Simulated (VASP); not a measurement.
BAs, 2 atoms in the cell. It takes space group I-4m2 (No. 119, tetragonal). Conventional cell: a = 3.344 Å, b = 3.344 Å, c = 4.777 Å, α = 90.00°, β = 90.00°, γ = 90.00°. B (site symmetry -4m2) has 4 As at 2.05 Å within 2.7 Å. As (site symmetry -4m2) has 4 B at 2.05 Å within 2.7 Å.  This cell differs from its parent crystal: equal xx and yy strain of -1 %.

```yaml
Program: VASP 6.6.1
Task: single point
Functional: LDA
Potentials_or_basis: VASP PAW LDA potentials, release 64 (B, As)
Cutoff: 520 eV
k_mesh: 15 × 15 × 15
Occupations: fermi-dirac, width 0.03 eV
Spin: no spin polarisation
Dipole_correction: no
Further_INCAR_settings: ALGO = Normal; EDIFF = 1e-07; NBANDS = 11
```

Potentials or basis: VASP PAW LDA potentials, release 64 (B, As).

The run is started by

```sh
$ cat potpaw_LDA.64/B/POTCAR potpaw_LDA.64/As/POTCAR > POTCAR
$ mpirun -np 1 vasp_std > vasp.out
```

Hardware: 1 thread of Intel Xeon 6975P-C, on a shared host.

Problem. How long does it take, and how much memory?

Solution. Wall time 100 s on 1 thread of Intel Xeon 6975P-C, with other jobs on the host, peak memory 0.21 GiB. Counts: scf iterations 13, k points 288.
